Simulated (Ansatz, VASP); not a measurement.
# AgCl: VASP beside Ansatz

```
Ag Cl
1.0
     3.39559    0.06995    0.00000
     0.06995    3.39559    0.00000
     0.00000    0.00000    3.39559
Ag Cl
1 1
Direct
  0.00000 0.00000 0.00000
  0.50000 0.50000 0.50000
```

Change from the starting cell: shear_xy strain +4.1%.

Alike in both runs: task single point; functional PBE; k mesh 8 × 8 × 8; occupations fermi-dirac, width 0.02 eV; no spin polarisation.

```csv
,VASP,Ansatz
version,VASP 6.6.1,Ansatz 0.2.0
potentials or method,"VASP PAW PBE potentials, release 64 (Ag_sv_GW, Cl)","plane waves, PAW"
plane-wave cutoff (eV),630,420
valence electrons in the cell,26,26
```

```tsv
	VASP	Ansatz	Ansatz less VASP
pressure (GPa)	1.5	1.7	+0.13
traceless stress, the component that is largest in VASP (GPa)	0.44	0.43	-0.007
```
